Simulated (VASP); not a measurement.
Here is a VASP 6.6.1 calculation.

File INCAR:

```
  ALGO = Normal
  EDIFF = 1E-6
  ENCUT = 520
  GGA = PE
  ISIF = 2
  ISMEAR = -1
  LASPH = T
  LCHARG = F
  LREAL = F
  LWAVE = F
  NBANDS = 18
  NELM = 80
  PREC = Accurate
  SIGMA = 0.1
```

The input KPOINTS:

```
k-points
0
Gamma
  8 8 8
```

Contents of POSCAR:

```
ZnCu
1.0
    2.9051978236      0.0000000000      0.0000000000
    0.0000000000      2.9051978236      0.0000000000
    0.0000000000      0.0000000000      2.9051978236
Zn Cu
1 1
Direct
    0.5000000000      0.5000000000      0.5000000000
    0.0000000000      0.0000000000      0.0000000000
```

Potentials or basis: VASP PAW PBE potentials, release 64 (Zn, Cu).

The run is started by

```console
$ cat potpaw_PBE.64/Zn/POTCAR potpaw_PBE.64/Cu/POTCAR > POTCAR
$ mpirun -np 1 vasp_std > vasp.out
```

Problem. Predict the pressure.

Solution. 8.7 GPa.
